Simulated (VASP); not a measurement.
Here is a VASP 6.6.1 calculation.

The input INCAR:

```
SYSTEM = Cu
ALGO = Normal
EDIFF = 1E-6
ENCUT = 600
GGA = PE
GGA_COMPAT = .False.
ISIF = 2
ISMEAR = -1
LASPH = .True.
LCHARG = .False.
LREAL = .False.
LWAVE = .False.
NBANDS = 12
NELM = 120
PREC = Accurate
SIGMA = 0.1
```

File KPOINTS:

```
k-points
0
Gamma
  13 13 13
  0 0 0
```

POSCAR

```
Cu
1.0
    0.0000000000      1.7956400000      1.7956400000
    1.7956400000      0.0000000000      1.7956400000
    1.7956400000      1.7956400000      0.0000000000
Cu
1
Direct
    0.0000000000      0.0000000000      0.0000000000
```

Potentials or basis: VASP PAW PBE potentials, release 64 (Cu).

The run is started by

```console
$ cat potpaw_PBE.64/Cu/POTCAR > POTCAR
$ mpirun -np 1 vasp_std > vasp.out
```

Predict the pressure.

5.4 GPa.
